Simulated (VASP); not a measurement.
Write the native input for VASP 6.6.1 that does the following.

```
Task                   : single point
Functional             : PBE
Potentials or basis    : VASP PAW PBE potentials, release 64 (Ba_sv, Er_3), 4f in core
Cutoff                 : 500 eV
k mesh                 : 4 × 4 × 4
Occupations            : gaussian, width 0.2 eV
Spin                   : no spin polarisation
Dipole correction      : no
Further INCAR settings : ALGO = Normal; EDIFF = 1e-06; NBANDS = 32
```

The structure of Ba4Er lies in POSCAR:

```
Ba4Er
1.0
   -6.1379319581      6.1379319581      1.9469001206
    6.1379319581     -6.1379319581      1.9469001206
    6.1379319581      6.1379319581     -1.9469001206
Ba Er
4 1
Direct
    0.0000000000      0.7213745940      0.7213745940
    0.0000000000      0.2786254060      0.2786254060
    0.2786254060      0.0000000000      0.2786254060
    0.7213745940      0.0000000000      0.7213745940
    0.0000000000      0.0000000000      0.0000000000
```

The cell was generated, and may not be a known phase.

One way to write it, as run:

INCAR

```
SYSTEM = Ba4Er
PREC = Accurate
ENCUT = 500
EDIFF = 1E-6
ISMEAR = 0
SIGMA = 0.2
LREAL = .FALSE.
LASPH = .TRUE.
NELM = 200
ALGO = Normal
ISIF = 2
LWAVE = .FALSE.
LCHARG = .FALSE.
GGA = PE
NBANDS = 32
GGA_COMPAT = .FALSE.
LMAXMIX = 6
```

KPOINTS

```
Automatic mesh
0
G
  4 4 4
  0 0 0
```

Potentials or basis: VASP PAW PBE potentials, release 64 (Ba_sv, Er_3), 4f in core.

Run with:

```sh
$ cat potpaw_PBE.64/Ba_sv/POTCAR potpaw_PBE.64/Er_3/POTCAR > POTCAR
$ mpirun -np 1 vasp_std > vasp.out
```

Results of the run:

- Pressure: 0.1 GPa
- Largest force: 0.010 eV/Å
- Band gap on the k mesh: zero (an odd number of electrons rules out a gap without spin polarisation)

Caveat: the k points lie up to 0.42 Å⁻¹ apart, too coarse for converged energies and pressures of a metal; spin-orbit coupling is left out, which moves the levels of the heavy elements; the 4f electrons are frozen in the core, so they carry no moment and show no levels.

Run time: 3.8 min on 1 thread of Intel(R) Xeon(R) Platinum 8488C (Sapphire Rapids), on a shared host, peak memory 0.69 GiB.
